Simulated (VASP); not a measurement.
A run of VASP 6.6.1 is set up as follows.

POSCAR

```
Sb
1.0
    3.2264534698      0.0000000000      0.0000000000
   -1.6132267349      2.7941906690      0.0000000000
    0.0000000000      0.0000000000     11.0710250419
Sb
4
Direct
    0.0000000000      1.0000000000      1.0000000000
    0.0000000000      1.0000000000      0.5000000000
    0.3333333333      0.6666666667      0.2500000000
    0.6666666667      0.3333333333      0.7500000000
```

Contents of INCAR.step1:

```
SYSTEM = Sb
PREC = Accurate ; ENCUT = 520
ISMEAR = -1 ; SIGMA = 0.1
LREAL = .FALSE. ; LASPH = .TRUE.
NELM = 60 ; NBANDS = 18
GGA = PE ; ALGO = Normal
EDIFF = 1E-4 ; LWAVE = .TRUE.
LCHARG = .FALSE.
```

The input INCAR.step2:

```
SYSTEM = Sb
PREC = Accurate ; ENCUT = 520
EDIFF = 1E-6 ; ISMEAR = -1
SIGMA = 0.1 ; LREAL = .FALSE.
LASPH = .TRUE. ; NELM = 60
ALGO = Normal ; ISIF = 2
LWAVE = .FALSE. ; LCHARG = .FALSE.
METAGGA = R2SCAN ; LMIXTAU = .TRUE.
NBANDS = 18 ; ISTART = 1
```

The input KPOINTS:

```
Automatic mesh
0
G
  12 12 3
  0 0 0
```

Potentials or basis: VASP PAW PBE potentials, release 64 (Sb).

The run is started by

```sh
$ cat potpaw_PBE.64/Sb/POTCAR > POTCAR
$ cp INCAR.step1 INCAR
$ mpirun -np 1 vasp_std > vasp.out
$ cp INCAR.step2 INCAR
$ mpirun -np 1 vasp_std > vasp.out
```

Task: Predict the band gap on the k mesh.

Result: Zero (bands 10 and 11 overlap by 8.05 eV).

Task: Predict the pressure.

Result: 6.6 GPa.

Stress tensor (GPa, compression positive):
```
7.12 0.00 0.00
0.00 7.12 0.00
0.00 0.00 5.44
```

Caveat: the cell stands under pressure; the PAW data sets were made with another functional, which shifts forces and pressure a little; spin-orbit coupling is left out, which moves the levels of the heavy elements.
